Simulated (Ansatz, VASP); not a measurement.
Zn3CdTe4 in VASP and in Ansatz

```
Zn Cd Te
1.0
     4.43807    0.00000    0.00000
     0.00000    8.89850    0.00000
     0.00000    0.00000    6.29377
Zn Cd Te
3 1 4
Direct
  0.00000 0.75819 0.00030
  0.50000 0.00000 0.50089
  0.00000 0.24181 0.00030
  0.50000 0.50000 0.50080
  0.50000 0.76198 0.75948
  0.00000 0.00000 0.25757
  0.50000 0.23802 0.75948
  0.00000 0.50000 0.22118
```

Alike in both runs: task single point; functional r2SCAN; k mesh 6 × 4 × 4; occupations gaussian, width 0.02 eV; no spin polarisation.

|  | VASP | Ansatz |
| --- | --- | --- |
| version | VASP 6.6.1 | Ansatz 0.2.0 |
| potentials or method | VASP PAW PBE potentials, release 64 (Zn, Cd, Te), cutoff 520 eV | scalar-relativistic, plane waves, PAW |
| valence electrons in the cell | 72 | 120 |

```csv
,VASP,Ansatz,Ansatz less VASP
gap on the k mesh at the Fermi level (eV),1.40,1.40,+0.001
least direct gap on the mesh (eV),1.40,1.40,+0.001
pressure (GPa),-1.3,-1.4,-0.05
rms of the force components (eV/Å),0.012,0.008,-0.0046
```

VASP's potentials were made for PBE, not for r2SCAN. Atom by atom the forces differ by 0.007 eV/Å (rms over components). VASP's potentials hold 72 valence electrons a cell and Ansatz's 120, so a difference there can come from the potentials and not from the codes.

Spin-orbit coupling is off throughout.
